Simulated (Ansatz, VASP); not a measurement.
**One calculation of W, two programs**

```
W
1.0
     0.00000    1.99900    1.99900
     1.99900    0.00000    1.99900
     1.99900    1.99900    0.00000
W
1
Direct
  0.00000 0.00000 0.00000
```

Alike in both runs: task single point; functional PBEsol; k mesh 26 × 26 × 26; occupations gaussian, width 0.15 eV; no spin polarisation.

```csv
,VASP,Ansatz
version,VASP 6.6.1,Ansatz 0.2.0
potentials or method,"VASP PAW PBE potentials, release 64 (W_sv), cutoff 520 eV","scalar-relativistic, plane waves, PAW"
valence electrons in the cell,14,14
```

Ansatz gave:

```
gap on the k mesh at the Fermi level (eV) : none
pressure (GPa)                            : -0.1
```

Which values does VASP return?

gap on the k mesh at the Fermi level (eV): none; pressure (GPa): 0.6.

VASP's potentials were made for PBE, not for PBEsol. A gap of «none» marks a metal or a gap that the smearing closes.

Neither program's run includes spin-orbit coupling.
